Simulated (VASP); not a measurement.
# GaSb (F-43m) in VASP: further runs

Runs on GaSb. Level: LDA. Tasks: single point, relaxation of cell and atoms.

Everything below comes from runs of VASP 6.6.1. Logs are shortened: lines on timing, memory, paths and dates and some standing lists are left out, and cuts for length are marked.

## (1) The cell of the first run

Symmetry: F-43m, No. 216, cubic system. The conventional cell has a = 6.015 Å, b = 6.015 Å, c = 6.015 Å, α = 90.00°, β = 90.00°, γ = 90.00°. Within 3.4 Å of Ga (site symmetry -43m) lie 4 Sb at 2.60 Å. Sb (site symmetry -43m) has 4 Ga at 2.60 Å within 3.4 Å.

## (2) Single point, LDA

INCAR reads:

```
SYSTEM = GaSb
ALGO = Normal ; EDIFF = 1E-6
ENCUT = 520 ; ISIF = 2
ISMEAR = -1 ; LASPH = .True.
LCHARG = .False. ; LREAL = .False.
LWAVE = .False. ; NBANDS = 16
NELM = 100 ; PREC = Accurate
SIGMA = 0.15
```

KPOINTS reads:

```
k-points
0
Gamma
  12 12 12
  0 0 0
```

POSCAR reads:

```
GaSb
1.0
    0.0000000000      3.0077470827      3.0077470827
    3.0077470827      0.0000000000      3.0077470827
    3.0077470827      3.0077470827      0.0000000000
Ga Sb
1 1
Direct
    0.0000000000      0.0000000000      0.0000000000
    0.7500000000      0.7500000000      0.7500000000
```

Potentials or basis: VASP PAW LDA potentials, release 64 (Ga_d, Sb).

Launch:

```
> cat potpaw_LDA.64/Ga_d/POTCAR potpaw_LDA.64/Sb/POTCAR > POTCAR
> mpirun -np 1 vasp_std > vasp.out
```

OUTCAR:

```text
SYSTEM = GaSb
   EDIFF = 1E-6
   ENCUT = 520
   ISIF = 2
   ISMEAR = -1
   LASPH = .True.
   LREAL = .False.
   NELM = 100
   PREC = Accurate

 ion  position               nearest neighbor table
   1  0.000  0.000  0.000-   2 2.60   2 2.60   2 2.60   2 2.60
   2  0.750  0.750  0.750-   1 2.60   1 2.60   1 2.60   1 2.60

  LATTYP: Found a face centered cubic cell.
 ALAT       =     6.0154941654

  Lattice vectors:

 A1 = (   0.0000000000,   3.0077470827,   3.0077470827)
 A2 = (   3.0077470827,   0.0000000000,   3.0077470827)
 A3 = (   3.0077470827,   3.0077470827,   0.0000000000)

Analysis of symmetry for initial positions (statically):
=====================================================================
 Subroutine PRICEL returns:
 Original cell was already a primitive cell.

 Routine SETGRP: Setting up the symmetry group for a
 face centered cubic supercell.

 Subroutine GETGRP returns: Found 24 space group operations
 (whereof 24 operations were pure point group operations)
 out of a pool of 48 trial point group operations.

The static configuration has the point symmetry T_d .

Analysis of symmetry for dynamics (positions and initial velocities):
=====================================================================
 Subroutine PRICEL returns:
 Original cell was already a primitive cell.

 Routine SETGRP: Setting up the symmetry group for a
 face centered cubic supercell.

 Subroutine GETGRP returns: Found 24 space group operations
 (whereof 24 operations were pure point group operations)
 out of a pool of 48 trial point group operations.

The dynamic configuration has the point symmetry T_d .

 Subroutine INISYM returns: Found 24 space group operations
 (whereof 24 operations are pure point group operations),
 and found     1 'primitive' translations

----------------------------------------------------------------------------------------

                                     Primitive cell

  volume of cell :      54.4194

  direct lattice vectors                    reciprocal lattice vectors
     0.000000000  3.007747083  3.007747083    -0.166237382  0.166237382  0.166237382
     3.007747083  0.000000000  3.007747083     0.166237382 -0.166237382  0.166237382
     3.007747083  3.007747083  0.000000000     0.166237382  0.166237382 -0.166237382

  length of vectors
     4.253596717  4.253596717  4.253596717     0.287931591  0.287931591  0.287931591

  position of ions in fractional coordinates (direct lattice)
     0.000000000  0.000000000  0.000000000
     0.750000000  0.750000000  0.750000000

  ion indices of the primitive-cell ions
   primitive index   ion index
                 1           1
                 2           2

----------------------------------------------------------------------------------------

 KPOINTS: k-points

Automatic generation of k-mesh.
 Grid dimensions read from file:
 generate k-points for:   12   12   12

 Generating k-lattice:

  Cartesian coordinates                     Fractional coordinates (reciprocal lattice)
    -0.013853115  0.013853115  0.013853115     0.083333333  0.000000000  0.000000000
     0.013853115 -0.013853115  0.013853115     0.000000000  0.083333333  0.000000000
     0.013853115  0.013853115 -0.013853115     0.000000000  0.000000000  0.083333333

  Length of vectors
     0.023994299  0.023994299  0.023994299

  Shift w.r.t. Gamma in fractional coordinates (k-lattice)
     0.000000000  0.000000000  0.000000000

 Subroutine IBZKPT returns following result:
 ===========================================

 Found     72 irreducible k-points:

 Following reciprocal coordinates:
            Coordinates               Weight
  0.000000  0.000000  0.000000      1.000000
  0.083333  0.000000  0.000000      8.000000
  0.166667  0.000000  0.000000      8.000000
  0.250000  0.000000  0.000000      8.000000
  0.333333  0.000000  0.000000      8.000000
  0.416667  0.000000  0.000000      8.000000
[... 16 lines left out ...]
  0.500000  0.166667  0.000000     24.000000
 -0.416667  0.166667  0.000000     24.000000
 [... further k-points ...]
   k-points           NKPTS =     72   k-points in BZ     NKDIM =     72   number of bands    NBANDS=     16
   number of dos      NEDOS =    301   number of ions     NIONS =      2
   total plane-waves  NPLWV =  32768
   dimension x,y,z NGX =    32 NGY =   32 NGZ =   32
   dimension x,y,z NGXF=    64 NGYF=   64 NGZF=   64
   ions per type =               1   1
   NGX,Y,Z   is equivalent  to a cutoff of  12.51, 12.51, 12.51 a.u.
   NGXF,Y,Z  is equivalent  to a cutoff of  25.01, 25.01, 25.01 a.u.
 SYSTEM =  GaSb
   PREC   = accura    normal or accurate (medium, high low for compatibility)
   ISTART =      0    job   : 0-new  1-cont  2-samecut
   ICHARG =      2    charge: 1-file 2-atom 10-const
   ISPIN  =      1    spin polarized calculation?
   LNONCOLLINEAR =      F non collinear calculations
   LSORBIT =      F    spin-orbit coupling
   LASPH  =      T    aspherical Exc in radial PAW
   ENCUT  =  520.0 eV  38.22 Ry    6.18 a.u.   7.91  7.91  7.91*2*pi/ulx,y,z
   NELM   =    100;   NELMIN=  2; NELMDL= -5     # of ELM steps
   EDIFF  = 0.1E-05   stopping-criterion for ELM
   LREAL  =      F    real-space projection
   EDIFFG = 0.1E-04   stopping-criterion for IOM
   NSW    =      0    number of steps for IOM
   IBRION =     -1    ionic relax: 0-MD 1-quasi-New 2-CG
   NFREE  =      0    steps in history (QN), initial steepest desc. (CG)
   ISIF   =      2    stress and relaxation
   ISYM   =      2    0-nonsym 1-usesym 2-fastsym
   POTIM  = 0.5000    time-step for ionic-motion
   TEBEG  =    0.0;   TEEND  =   0.0 temperature during run
   PSTRESS=    0.0 pullay stress
   NELECT =      18.0000    total number of electrons
   NUPDOWN=      -1.0000    fix difference up-down
   EMIN   =  10.00;   EMAX   =-10.00  energy-range for DOS
   EFERMI =   0.00;   METHOD = LEGACY
   ISMEAR =    -1;   SIGMA  =   0.15  broadening in eV -4-tet -1-fermi 0-gaus
   EFERMI_NEDOS =   21; number of points for ismear=-14 and -15
   IALGO  =     38    algorithm
   IMIX   =      4    mixing-type and parameters
     AMIX     =   0.40;   BMIX     =  1.00
     AMIX_MAG =   1.60;   BMIX_MAG =  1.00
  volume/ion in A,a.u.               =      27.21       183.62
  Fermi-wavevector in a.u.,A,eV,Ry     =   1.132177  2.139504 17.440287  1.281825
  Thomas-Fermi vector in A             =   2.268878
   LORBIT       =      0    0 simple, 1 ext, 2 COOP (PROOUT), +10 PAW based schemes
   GGA     = CA    functional components
   LHFCALC =     F    Hartree Fock is set to
   AEXX    =    0.0000 exact exchange contribution
   IVDW    =     0    specifies the selected vdW correction
   LEPSILON=     F    determine dielectric tensor
   LRPA    =     F    only Hartree local field effects (RPA)
 non-spin polarized calculation
  energy-cutoff  :      520.00
  volume of cell :       54.42
 maximum number of plane-waves:      1484
   NGX = 15   NGY = 15   NGZ = 15

 number of electron      18.0000001 magnetization

 Free energy of the ion-electron system (eV)
  ---------------------------------------------------
  ext. energy  EPLUGINS =         0.00000000
  ---------------------------------------------------
  free energy    TOTEN  =        -8.67153862 eV

  energy without entropy =       -8.66559909  energy(sigma->0) =       -8.66856886

 E-fermi :   5.4222     XC(G=0):  -9.6168

 val. band max:        5.2139053140   @ k =   0.0000   0.0000   0.0000
 cond. band min:       5.4566658861   @ k =   0.0000   0.0000   0.0000
 fundamental gap:      0.2427605722
 Fermi energy:         5.4221578237

 k-point     1 :       0.0000    0.0000    0.0000
  band No.  band energies     occupation
      1     -10.0350      2.00000
      2     -10.0350      2.00000
      3     -10.0350      2.00000
      4      -9.9774      2.00000
      5      -9.9774      2.00000
      6      -6.6656      2.00000
[... 8 lines left out ...]
     15      13.8667      0.00000
     16      13.8667      0.00000

 k-point     2 :       0.0833    0.0000    0.0000
  band No.  band energies     occupation
      1     -10.0373      2.00000
      2     -10.0340      2.00000
      3     -10.0340      2.00000
      4      -9.9775      2.00000
      5      -9.9775      2.00000
      6      -6.5896      2.00000
[... 8 lines left out ...]
     15      13.2998      0.00000
     16      13.2998      0.00000

 k-point     3 :       0.1667    0.0000    0.0000
  band No.  band energies     occupation
      1     -10.0437      2.00000
      2     -10.0313      2.00000
      3     -10.0313      2.00000
      4      -9.9778      2.00000
      5      -9.9778      2.00000
      6      -6.3659      2.00000
[... 8 lines left out ...]
     15      12.8055      0.00000
     16      12.8055      0.00000

 k-point     4 :       0.2500    0.0000    0.0000
  band No.  band energies     occupation
      1     -10.0522      2.00000
      2     -10.0280      2.00000
      3     -10.0280      2.00000
      4      -9.9780      2.00000
      5      -9.9780      2.00000
      6      -6.0098      2.00000
[... 8 lines left out ...]
     15      12.7903      0.00000
     16      12.7903      0.00000
[... 324 lines left out ...]
 k-point    22 :       0.4167    0.1667    0.0000
  band No.  band energies     occupation
      1     -10.0691      2.00000
      2     -10.0205      2.00000
      3     -10.0187      2.00000
      4      -9.9821      2.00000
      5      -9.9759      2.00000
      6      -5.1554      2.00000
[... 8 lines left out ...]
     15      14.5834      0.00000
     16      15.1602      0.00000

 k-point    23 :       0.5000    0.1667    0.0000
  band No.  band energies     occupation
      1     -10.0721      2.00000
      2     -10.0197      2.00000
      3     -10.0178      2.00000
      4      -9.9809      2.00000
      5      -9.9766      2.00000
      6      -4.7712      2.00000
[... 8 lines left out ...]
     15      15.1165      0.00000
     16      15.2321      0.00000

 k-point    24 :      -0.4167    0.1667    0.0000
  band No.  band energies     occupation
      1     -10.0720      2.00000
      2     -10.0196      2.00000
      3     -10.0184      2.00000
      4      -9.9795      2.00000
      5      -9.9777      2.00000
      6      -4.7066      2.00000
[... 8 lines left out ...]
     15      13.9455      0.00000
     16      14.3842      0.00000

 [... further k-points ...]

------------------------ aborting loop because EDIFF is reached ----------------------------------------

  FORCE on cell =-STRESS in cart. coord.  units (eV):
  Direction    XX          YY          ZZ          XY          YZ          ZX
  --------------------------------------------------------------------------------------
  -------------------------------------------------------------------------------------
  Total        0.4084851      0.4084851      0.4084851      0.0000000      0.0000000     -0.0000000
  in kB       12.0263237     12.0263237     12.0263237      0.0000000      0.0000000     -0.0000000
  external PRESSURE =      12.0263237 kB  Pullay stress =       0.0000000 kB

 VOLUME and BASIS-vectors are now :
 -----------------------------------------------------------------------------
  energy-cutoff  :      520.00
  volume of cell :       54.42
      direct lattice vectors                 reciprocal lattice vectors
     0.000000000  3.007747083  3.007747083    -0.166237382  0.166237382  0.166237382
     3.007747083  0.000000000  3.007747083     0.166237382 -0.166237382  0.166237382
     3.007747083  3.007747083  0.000000000     0.166237382  0.166237382 -0.166237382

 POSITION                                       TOTAL-FORCE (eV/Angst)
 -----------------------------------------------------------------------------------
      0.00000      0.00000      0.00000         0.000000     -0.000000      0.000000
      4.51162      4.51162      4.51162        -0.000000      0.000000     -0.000000
 -----------------------------------------------------------------------------------
    total drift:                               -0.000001     -0.000001     -0.000001

  FREE ENERGIE OF THE ION-ELECTRON SYSTEM (eV)
  ---------------------------------------------------
  free  energy   TOTEN  =        -8.6715386233 eV

  energy  without entropy=       -8.6655990881  energy(sigma->0) =       -8.66856886
```

Run time: 46 s. Hardware: 1 thread of Intel Xeon 8259CL, shared host; peak memory 0.2 GiB.

Results:

| Property | Result |
| --- | --- |
| Free energy | -8.6715 eV |
| Pressure | 1.2 GPa |

Caveat: spin-orbit coupling is left out, which moves the levels of the heavy elements.

## (3) Relaxation of cell and atoms, LDA, target pressure 1 GPa, at which the enthalpy is minimised

This run uses another cell than the first one, of 27.68 Å³/atom.

INCAR reads:

```
ALGO = Normal
EDIFF = 1E-6
EDIFFG = -0.001
ENCUT = 600
IBRION = 2
ISIF = 3
ISMEAR = -1
LASPH = T
LCHARG = F
LREAL = F
LWAVE = F
NELM = 80
NSW = 80
PREC = Accurate
PSTRESS = 10.0
SIGMA = 0.15
```

KPOINTS reads:

```
k-points
0
Gamma
  12 12 12
```

POSCAR reads:

```
GaSb
1.0
    0.0000000000      3.0250672255      3.0250672255
    3.0250672255      0.0000000000      3.0250672255
    3.0250672255      3.0250672255      0.0000000000
Ga Sb
1 1
Direct
    0.0000000000      0.0000000000      0.0000000000
    0.7500000000      0.7500000000      0.7500000000
```

Potentials or basis: VASP PAW LDA potentials, release 64 (Ga_d, Sb).

Launch:

```
> cat potpaw_LDA.64/Ga_d/POTCAR potpaw_LDA.64/Sb/POTCAR > POTCAR
> mpirun -np 1 vasp_std > vasp.out
```

Run time: 6.8 min. Hardware: 1 thread of Intel Xeon 8259CL, shared host; peak memory 0.23 GiB.

Results (log left out):

| Item | Value |
| --- | --- |
| Free energy | -8.6728 eV |
| Relaxed volume | 27.30 Å³/atom |
| Relaxed cell | a = 4.258 Å, b = 4.258 Å, c = 4.258 Å, α = 60.00°, β = 60.00°, γ = 60.00° |
| Space group after relaxing (to 0.1 Å) | F-43m (No. 216) |
| Energy change on relaxing (the run minimises the enthalpy) | +1.4 meV/atom |
| Ionic steps | 23 |
| Pressure after relaxing | 1.0 GPa |

Step by step:
| step | energy change (eV) | largest force (eV/Å) | pressure (GPa) | volume (Å³) |
| --- | --- | --- | --- | --- |
| 1 | 0.0000 | 0.0000 | 0.18 | 55.36 |
| 2 | 0.0056 | 0.0000 | 1.41 | 54.23 |
| 3 | 0.0028 | 0.0000 | 0.96 | 54.61 |
| 4 | 0.0030 | 0.0000 | 1.06 | 54.57 |
| 5 | 0.0029 | 0.0000 | 0.99 | 54.59 |
| 6 | 0.0029 | 0.0000 | 1.01 | 54.59 |
| 7 | 0.0029 | 0.0000 | 1.01 | 54.59 |
| 8 | 0.0029 | 0.0000 | 1.01 | 54.59 |
| 9 | 0.0029 | 0.0000 | 1.01 | 54.59 |
| 10 | 0.0029 | 0.0000 | 1.01 | 54.59 |
| 11 | 0.0029 | 0.0000 | 1.01 | 54.59 |
| 12 | 0.0029 | 0.0000 | 1.01 | 54.59 |
| 13 | 0.0029 | 0.0000 | 1.01 | 54.59 |
| 14 | 0.0029 | 0.0000 | 1.01 | 54.59 |
| 15 | 0.0029 | 0.0000 | 1.01 | 54.59 |
| 16 | 0.0029 | 0.0000 | 1.01 | 54.60 |
| 17 | 0.0028 | 0.0000 | 1.01 | 54.60 |
| 18 | 0.0028 | 0.0000 | 0.94 | 54.61 |
| 19 | 0.0028 | 0.0000 | 1.04 | 54.60 |
| 20 | 0.0028 | 0.0000 | 1.01 | 54.60 |
| 21 | 0.0028 | 0.0000 | 0.99 | 54.61 |
| 22 | 0.0028 | 0.0000 | 0.99 | 54.60 |
| 23 | 0.0028 | 0.0000 | 1.00 | 54.60 |

Final structure:
```
Ga Sb
1.0
     0.00000    3.01115    3.01115
     3.01115    0.00000    3.01115
     3.01115    3.01115    0.00000
Ga Sb
1 1
Direct
  0.00000 0.00000 0.00000
  0.75000 0.75000 0.75000
```

Levels at points of the mesh, in eV from the Fermi level:
```
           k point  band 6  band 7  band 8  band 9  band 10  band 11  band 12  band 13
(0.00, 0.00, 0.00)  -12.06   -0.21   -0.21   -0.21     0.01     2.53     2.53     2.53
(0.50, 0.00, 0.00)  -10.32   -6.85   -1.44   -1.44     0.19     3.51     3.51     6.08
(0.50, 0.50, 0.00)   -9.42   -7.28   -2.95   -2.95     0.57     0.87     8.68     8.68
```

Caveat: the cell is relaxed towards a set pressure, so the run minimises the enthalpy, not the energy; spin-orbit coupling is left out, which moves the levels of the heavy elements.
